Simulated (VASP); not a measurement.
# TlBr (Pm-3m) in VASP: further runs, part 3 of 3

VASP 6.6.1. The steps go on from the part before.

## (6) Single point, HSE06

File POSCAR:

```
TlBr
1.0
    3.9461933153      0.0000000000      0.0000000000
    0.0000000000      3.9461933153      0.0000000000
    0.0000000000      0.0000000000      3.9461933153
Tl Br
1 1
Direct
    0.0000000000      0.0000000000      0.0000000000
    0.5000000000      0.5000000000      0.5000000000
```

File INCAR.step1:

```
PREC = Accurate
ENCUT = 400
EDIFF = 1E-5
ISMEAR = 0
SIGMA = 0.01
LREAL = False
LASPH = True
NELM = 120
ALGO = Normal
ISIF = 2
LWAVE = True
LCHARG = False
NBANDS = 17
GGA = PE
GGA_COMPAT = False
```

File INCAR.step2:

```
PREC = Accurate
ENCUT = 400
EDIFF = 1E-6
ISMEAR = 0
SIGMA = 0.01
LREAL = False
LASPH = True
NELM = 120
ALGO = Normal
ISIF = 2
LWAVE = False
LCHARG = False
GGA = PE
LHFCALC = True
HFSCREEN = 0.2079
PRECFOCK = Normal
NBANDS = 17
ISTART = 1
GGA_COMPAT = False
```

File KPOINTS:

```
regular mesh
0
Gamma
  4 4 4
```

Potentials or basis: VASP PAW PBE potentials, release 64 (Tl_d, Br).

The run is started by

```console
$ cat potpaw_PBE.64/Tl_d/POTCAR potpaw_PBE.64/Br/POTCAR > POTCAR
$ cp INCAR.step1 INCAR
$ mpirun -np 1 vasp_std > vasp.out
$ cp INCAR.step2 INCAR
$ mpirun -np 1 vasp_std > vasp.out
```

OUTCAR:

```text
PREC = Accurate
   ENCUT = 400
   EDIFF = 1E-6
   ISMEAR = 0
   LREAL = False
   LASPH = True
   NELM = 120
   ISIF = 2
   GGA = PE
   LHFCALC = True
   HFSCREEN = 0.2079
   PRECFOCK = Normal
   ISTART = 1

 ion  position               nearest neighbor table
   1  0.000  0.000  0.000-   2 3.42   2 3.42   2 3.42   2 3.42   2 3.42   2 3.42   2 3.42   2 3.42

   2  0.500  0.500  0.500-   1 3.42   1 3.42   1 3.42   1 3.42   1 3.42   1 3.42   1 3.42   1 3.42

  LATTYP: Found a simple cubic cell.
[... 384 lines left out ...]

  FORCE on cell =-STRESS in cart. coord.  units (eV):
  Direction    XX          YY          ZZ          XY          YZ          ZX
  --------------------------------------------------------------------------------------
  -------------------------------------------------------------------------------------
  Total        0.6205034      0.6205034      0.6205034      0.0000000      0.0000000      0.0000000
  in kB       16.1778072     16.1778072     16.1778072      0.0000000      0.0000000      0.0000000
  external PRESSURE =      16.1778072 kB  Pullay stress =       0.0000000 kB

 VOLUME and BASIS-vectors are now :
 -----------------------------------------------------------------------------
  energy-cutoff  :      400.00
  volume of cell :       61.45
      direct lattice vectors                 reciprocal lattice vectors
     3.946193315  0.000000000  0.000000000     0.253408771  0.000000000  0.000000000
     0.000000000  3.946193315  0.000000000     0.000000000  0.253408771  0.000000000
     0.000000000  0.000000000  3.946193315     0.000000000  0.000000000  0.253408771

 POSITION                                       TOTAL-FORCE (eV/Angst)
 -----------------------------------------------------------------------------------
      0.00000      0.00000      0.00000         0.000000      0.000000      0.000000
      1.97310      1.97310      1.97310         0.000000      0.000000      0.000000
 -----------------------------------------------------------------------------------
    total drift:                                0.000000      0.000000      0.000000

  FREE ENERGIE OF THE ION-ELECTRON SYSTEM (eV)
  ---------------------------------------------------
  free  energy   TOTEN  =        -6.5644063834 eV

  energy  without entropy=       -6.5644063834  energy(sigma->0) =       -6.56440638
```

OUTCAR.step1:

```text
PREC = Accurate
   ENCUT = 400
   EDIFF = 1E-5
   ISMEAR = 0
   LREAL = False
[... 407 lines left out ...]
      0.00000      0.00000      0.00000         0.000000      0.000000      0.000000
      1.97310      1.97310      1.97310         0.000000      0.000000      0.000000
 -----------------------------------------------------------------------------------
    total drift:                                0.000000      0.000000      0.000000

  FREE ENERGIE OF THE ION-ELECTRON SYSTEM (eV)
  ---------------------------------------------------
  free  energy   TOTEN  =        -5.5036092211 eV

  energy  without entropy=       -5.5036092211  energy(sigma->0) =       -5.50360922
```

OSZICAR.step1:

```text
N       E                     dE             d eps       ncg     rms          rms(c)
DAV:   1     0.834327089821E+02    0.83433E+02   -0.83473E+03   348   0.821E+02
DAV:   2    -0.296089611319E+01   -0.86394E+02   -0.84593E+02   432   0.204E+02
DAV:   3    -0.574373201160E+01   -0.27828E+01   -0.27750E+01   378   0.325E+01
DAV:   4    -0.575950878314E+01   -0.15777E-01   -0.15776E-01   451   0.298E+00
DAV:   5    -0.575965339769E+01   -0.14461E-03   -0.14461E-03   387   0.268E-01    0.291E+00
DAV:   6    -0.552754547555E+01    0.23211E+00   -0.34308E-01   361   0.292E+00    0.170E+00
DAV:   7    -0.550305721002E+01    0.24488E-01   -0.11872E-01   367   0.148E+00    0.886E-01
DAV:   8    -0.550372783959E+01   -0.67063E-03   -0.14591E-02   378   0.777E-01    0.167E-01
DAV:   9    -0.550349515470E+01    0.23268E-03   -0.10449E-03   366   0.179E-01    0.688E-02
DAV:  10    -0.550360756869E+01   -0.11241E-03   -0.22790E-04   371   0.788E-02    0.179E-02
DAV:  11    -0.550360922105E+01   -0.16524E-05   -0.25197E-05   319   0.340E-02
   1 F= -.55036092E+01 E0= -.55036092E+01  d E =-.305182E-57
```

Wall time 15 min (1 thread of AMD EPYC 7R13, shared host); peak memory 0.23 GiB.

What came out:

| Quantity | Value |
| --- | --- |
| Free energy | -6.5644 eV |
| Pressure | 1.6 GPa |
| Band gap on the k mesh | 2.47 eV |

Caveat: the PAW data sets were made with another functional, which shifts forces and pressure a little; spin-orbit coupling is left out, which moves the levels of the heavy elements.

## (7) The runs side by side

| level | k mesh | cutoff (eV) | grid for exact exchange (PRECFOCK) | share of exact exchange | screening parameter | gap on the mesh (eV) | pressure (GPa) |
| --- | --- | --- | --- | --- | --- | --- | --- |
| PBE | 6 × 6 × 6 | 500 | - | - | - | 1.79 | 1.9 |
| r2SCAN | 6 × 6 × 6 | 550 | - | - | - | 2.24 | 1.0 |
| HSE06 | 4 × 4 × 4 | 400 | Normal | 0.25 | 0.2079 1/Å | 2.47 | 1.6 |

Alike in all rows: task single point; potentials or basis VASP PAW PBE potentials, release 64 (Tl_d, Br); no spin polarisation; cell as given; smearing gaussian 0.01 eV.

On the cell as given the gap runs from 1.79 eV (PBE) to 2.47 eV (HSE06); the meshes differ, which moves gaps too. The pressure there spans 1.0 GPa (r2SCAN) to 1.9 GPa (PBE); a positive pressure means that this level wants a larger cell, a negative one a smaller.

Caveats: spin-orbit coupling is left out, which moves the levels of the heavy elements; the PAW data sets were made with another functional, which shifts forces and pressure a little (at least some runs).

Absolute energies hang on the potentials; compare differences alone.
